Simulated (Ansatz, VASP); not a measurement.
# One calculation of Os, two programs

```
Os
1.0
     0.00000    1.88665    1.88665
     1.88665    0.00000    1.88665
     1.88665    1.88665    0.00000
Os
1
Direct
  0.00000 0.00000 0.00000
```

Change from the starting cell: strain -0.030 along x and y, -0.030 along z, atoms carried along.

Alike in both runs: task single point; functional r2SCAN; k mesh 20 × 20 × 20; occupations gaussian, width 0.15 eV; no spin polarisation.

|  | VASP | Ansatz |
| --- | --- | --- |
| version | VASP 6.6.1 | Ansatz 0.2.0 |
| potentials or method | VASP PAW PBE potentials, release 64 (Os), cutoff 520 eV | scalar-relativistic, plane waves, PAW |
| valence electrons in the cell | 8 | 16 |

```csv
,VASP,Ansatz,Ansatz less VASP
gap on the k mesh at the Fermi level (eV),none,none,-
pressure (GPa),23.5,21.8,-1.75
```

VASP's potentials were made for PBE, not for r2SCAN. A gap of «none» marks a metal or a gap that the smearing closes. With one functional, cell and mesh, what is left measures potentials, basis and numerics. VASP's potentials hold 8 valence electrons a cell and Ansatz's 16, so a difference there can come from the potentials and not from the codes.

Neither program's run includes spin-orbit coupling.
